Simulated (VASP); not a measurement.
Here is a VASP 6.6.1 calculation.

INCAR

```
PREC     = Accurate       # precision mode
ENCUT    = 520            # plane-wave cutoff, eV
EDIFF    = 1E-7           # SCF threshold, eV
ISMEAR   = 0              # smearing method
SIGMA    = 0.01           # smearing width, eV
LREAL    = F              # projectors in reciprocal space
LASPH    = T              # aspherical terms in the spheres
NELM     = 80             # most SCF steps
ALGO     = Normal         # electronic algorithm
ISIF     = 2              # what is computed and relaxed
LWAVE    = F              # write WAVECAR
LCHARG   = F              # write CHGCAR
GGA      = PS             # functional
NBANDS   = 16             # bands
```

The input KPOINTS:

```
regular mesh
0
Gamma
  8 8 6
```

The input POSCAR:

```
AlN
1.0
    3.1138302227      0.0077845756      0.0077845756
   -1.5501734712      2.6927637881      0.0028493524
    0.0124571318      0.0124571318      4.9828527301
Al N
2 2
Direct
    0.3326278170      0.6663436249     -0.0010004776
    0.6664869530      0.3330082965      0.4989977070
    0.3329558658      0.6669977797      0.3810046479
    0.6679293641      0.3336502989      0.8809981226
```

Potentials or basis: VASP PAW PBE potentials, release 64 (Al, N).

Launch:

```console
$ cat potpaw_PBE.64/Al/POTCAR potpaw_PBE.64/N/POTCAR > POTCAR
$ mpirun -np 1 vasp_std > vasp.out
```

Predict the pressure.

0.0 GPa.

What does it give for the band gap on the k mesh?

4.11 eV, direct.

Stress tensor (GPa, compression positive):
```
-0.02 -0.62 -0.56
-0.62 -0.01 -0.56
-0.56 -0.56  0.04
```

Caveat: the cell differs from its parent crystal (equal xy, yz and zx engineering shears of +0.5 %); the PAW data sets were made with another functional, which shifts forces and pressure a little. A k mesh can miss the band edges.
